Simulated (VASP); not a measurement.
Write the native input for VASP 6.6.1 that does the following.

```yaml
Task: single point
Functional: PBE
Potentials_or_basis: VASP PAW PBE potentials, release 64 (Nb_sv, Si)
Cutoff: 520 eV
k_mesh: 9 × 9 × 9
Occupations: fermi-dirac, width 0.05 eV
Spin: no spin polarisation
Dipole_correction: no
Further_INCAR_settings: ALGO = Normal; EDIFF = 1e-07; NBANDS = 16
```

The structure of NbSi lies in POSCAR:

```
NbSi
1.0
    0.0000000000      2.5738300000      2.5738300000
    2.5738300000      0.0000000000      2.5738300000
    2.5738300000      2.5738300000      0.0000000000
Nb Si
1 1
Direct
    0.0000000000      0.0000000000      0.0000000000
    0.5000000000      0.5000000000      0.5000000000
```

These files were run (other wordings do the same):

INCAR

```
  ALGO = Normal
  EDIFF = 1E-7
  ENCUT = 520
  GGA = PE
  ISIF = 2
  ISMEAR = -1
  LASPH = True
  LCHARG = False
  LREAL = False
  LWAVE = False
  NBANDS = 16
  NELM = 100
  PREC = Accurate
  SIGMA = 0.05
```

KPOINTS

```
k-points
0
Gamma
  9 9 9
```

Potentials or basis: VASP PAW PBE potentials, release 64 (Nb_sv, Si).

Launch:

```console
$ cat potpaw_PBE.64/Nb_sv/POTCAR potpaw_PBE.64/Si/POTCAR > POTCAR
$ mpirun -np 1 vasp_std > vasp.out
```

It gave:

- Pressure: -0.2 GPa

Wall time 9.4 s on 1 thread of Intel(R) Xeon(R) 6975P-C (Granite Rapids) (shared host), peak memory 0.16 GiB.
